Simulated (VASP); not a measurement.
Set up this calculation in VASP 6.6.1, as the native input.

| Property | Result |
| --- | --- |
| Task | single point |
| Functional | PBEsol |
| Potentials or basis | VASP PAW PBE potentials, release 64 (Na_pv, F) |
| Cutoff | 600 eV |
| k mesh | 2 × 2 × 2 |
| Occupations | gaussian, width 0.01 eV |
| Spin | no spin polarisation |
| Dipole correction | no |
| Further INCAR settings | ALGO = Normal; EDIFF = 1e-06; NBANDS = 14 |

The structure of NaF lies in POSCAR:

```
NaF
1.0
    0.0000000000      2.3200000000      2.3200000000
    2.3200000000      0.0000000000      2.3200000000
    2.3200000000      2.3200000000      0.0000000000
Na F
1 1
Direct
    0.0000000000      0.0000000000      0.0000000000
    0.5000000000      0.5000000000      0.5000000000
```

These files were run (other wordings do the same):

INCAR

```
PREC = Accurate
ENCUT = 600
EDIFF = 1E-6
ISMEAR = 0
SIGMA = 0.01
LREAL = False
LASPH = True
NELM = 120
ALGO = Normal
ISIF = 2
LWAVE = False
LCHARG = False
GGA = PS
NBANDS = 14
GGA_COMPAT = False
```

KPOINTS

```
Automatic mesh
0
Gamma
  2 2 2
```

Potentials or basis: VASP PAW PBE potentials, release 64 (Na_pv, F).

The run is started by

```sh
$ cat potpaw_PBE.64/Na_pv/POTCAR potpaw_PBE.64/F/POTCAR > POTCAR
$ mpirun -np 1 vasp_std > vasp.out
```

It gave:

The pressure is 0.8 GPa and the band gap on the k mesh is 6.05 eV.

Caveat: the k points lie up to 1.17 Å⁻¹ apart; the PAW data sets were made with another functional, which shifts forces and pressure a little.

It took 2.6 s on 1 thread of Intel(R) Xeon(R) Platinum 8375C CPU @ 2.90GHz (Ice Lake), with other jobs on the host, peak memory 0.14 GiB.
